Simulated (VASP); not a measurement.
Here is a VASP 6.6.1 calculation.

INCAR

```
SYSTEM = Ge3Pd
PREC     = Accurate       ! precision mode
ENCUT    = 520            ! plane-wave cutoff, eV
EDIFF    = 1E-6           ! SCF threshold, eV
ISMEAR   = -1             ! smearing method
SIGMA    = 0.05           ! smearing width, eV
LREAL    = .False.        ! projectors in reciprocal space
LASPH    = .True.         ! aspherical terms in the spheres
NELM     = 100            ! most SCF steps
ALGO     = Normal         ! electronic algorithm
ISIF     = 2              ! what is computed and relaxed
LWAVE    = .False.        ! write WAVECAR
LCHARG   = .False.        ! write CHGCAR
GGA      = CA             ! functional
NBANDS   = 34             ! bands
```

KPOINTS

```
Automatic mesh
0
Gamma
  7 7 7
  0 0 0
```

Contents of POSCAR:

```
Ge3Pd
1.0
    4.1420230000      0.0000000000      0.0000000000
    0.0000000000      4.1420230000      0.0000000000
    0.0000000000      0.0000000000      4.1420230000
Pd Ge
1 3
Direct
    0.0000000000      0.0000000000      0.0000000000
    0.5000000000      0.5000000000      0.0000000000
    0.5000000000      0.0000000000      0.5000000000
    0.0000000000      0.5000000000      0.5000000000
```

Potentials or basis: VASP PAW LDA potentials, release 64 (Pd, Ge_d).

Run with:

```console
$ cat potpaw_LDA.64/Pd/POTCAR potpaw_LDA.64/Ge_d/POTCAR > POTCAR
$ mpirun -np 1 vasp_std > vasp.out
```

Question: Estimate the band gap on the k mesh.

Answer: Zero (band 26 reaches 7.36 eV, above the bottom of band 27 at 5.84 eV).

Question: What does it give for the pressure?

Answer: -6.7 GPa.
